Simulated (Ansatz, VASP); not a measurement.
# One calculation of SiC, two programs

```
CELL_PARAMETERS angstrom
0.05718 2.17814 2.17814
2.23532 0.00000 2.23532
2.17814 2.17814 0.05718
ATOMIC_POSITIONS crystal
Si 0.00000 0.00000 0.00000
C 0.75000 0.75000 0.75000
```

Change from the starting cell: strain +0.0525 x Voigt [0, 0, 0, 0, 1, 0], atoms carried along.

Alike in both runs: task single point; functional r2SCAN; k mesh 10 × 10 × 10; occupations gaussian, width 0.05 eV; no spin polarisation.

|  | VASP | Ansatz |
| --- | --- | --- |
| version | VASP 6.6.1 | Ansatz 0.2.0 |
| potentials or method | VASP PAW PBE potentials, release 64 (Si, C), cutoff 520 eV | scalar-relativistic, plane waves, PAW |
| valence electrons in the cell | 8 | 8 |

VASP gave:

| Property | Result |
| --- | --- |
| gap on the k mesh at the Fermi level (eV) | 1.45 |
| least direct gap on the mesh (eV) | 4.52 |
| pressure (GPa) | 0.6 |
| traceless stress, the component that is largest in VASP (GPa) | -15.03 |
| rms of the force components (eV/Å) | 0.232 |

Problem. Which values does Ansatz return?

Solution. gap on the k mesh at the Fermi level (eV): 1.44; least direct gap on the mesh (eV): 4.51; pressure (GPa): 0.8; traceless stress, the component that is largest in VASP (GPa): -14.96; rms of the force components (eV/Å): 0.234.

VASP's potentials were made for PBE, not for r2SCAN. Atom by atom the forces differ by 0.002 eV/Å (rms over components).
